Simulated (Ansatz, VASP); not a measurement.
## One calculation of Ru, two programs

The input INCAR:

```
SYSTEM = Ru
ALGO = Fast
EDIFF = 1E-6
ENCUT = 520
GGA = CA
ISIF = 2
ISMEAR = 0
LASPH = .TRUE.
LCHARG = .TRUE.
LELF = .TRUE.
LREAL = .FALSE.
LVHAR = .TRUE.
LWAVE = .FALSE.
NBANDS = 21
NELM = 100
PREC = Accurate
SIGMA = 0.15
```

KPOINTS

```
k-points
0
G
  21 21 10
  0 0 0
```

Contents of POSCAR:

```
Ru
1.0
    2.6740588025      0.0000000000      0.0000000000
   -1.3370294013      2.3158028542      0.0000000000
    0.0000000000      0.0000000000      4.2267610266
Ru
2
Direct
    0.3182197843      0.6364395686      0.2500000000
    0.6817802157      0.3635604314      0.7500000000
```

Input for Ansatz:

```yaml
crystal:
  lattice:
    - [2.6740588025, 0.0, 0.0]
    - [-1.3370294013, 2.3158028542, 0.0]
    - [0.0, 0.0, 4.2267610266]
  atoms:
    - { symbol: Ru, position: [0.3182197843, 0.6364395686, 0.25] }
    - { symbol: Ru, position: [0.6817802157, 0.3635604314, 0.75] }
basis:
  ecutwfc: 420
kpoints:
  mp_grid: { grid: [21, 21, 10] }
hamiltonian:
  xc: lda
  pseudopotentials: { kind: paw, azcp: { folder: soft_1 } }
scf:
  occupations: { method: gaussian, width: 0.15 }
output:
  forces: true
  stress: true
  eigenvalues: true
```

Change from the starting cell: mode 5 frozen in at -0.070 Å, equal normal strain along x and y +0.0000.

Alike in both runs: task single point; functional LDA; k mesh 21 × 21 × 10; occupations gaussian, width 0.15 eV; no spin polarisation.

|  | VASP | Ansatz |
| --- | --- | --- |
| version | VASP 6.6.1 | Ansatz 0.2.0 |
| potentials or method | VASP PAW LDA potentials, release 64 (Ru_pv), cutoff 520 eV | scalar-relativistic, plane waves, PAW |
| valence electrons in the cell | 28 | 32 |

```tsv
	VASP	Ansatz	Ansatz less VASP
gap on the k mesh at the Fermi level (eV)	none	none	-
pressure (GPa)	2.0	1.1	-0.93
traceless stress, the component that is largest in VASP (GPa)	-3.45	-3.34	+0.112
rms of the force components (eV/Å)	0.644	0.643	-0.0011
```

Ansatz warns that its potentials were made for another functional, while VASP's fit it. LDA's correlation is that of Perdew and Zunger in VASP and of Perdew and Wang (1992) in Ansatz. Atom by atom the forces differ by 0.001 eV/Å (rms over components). A gap of «none» marks a metal or a gap that the smearing closes. VASP's potentials hold 28 valence electrons a cell and Ansatz's 32, so a difference there can come from the potentials and not from the codes.
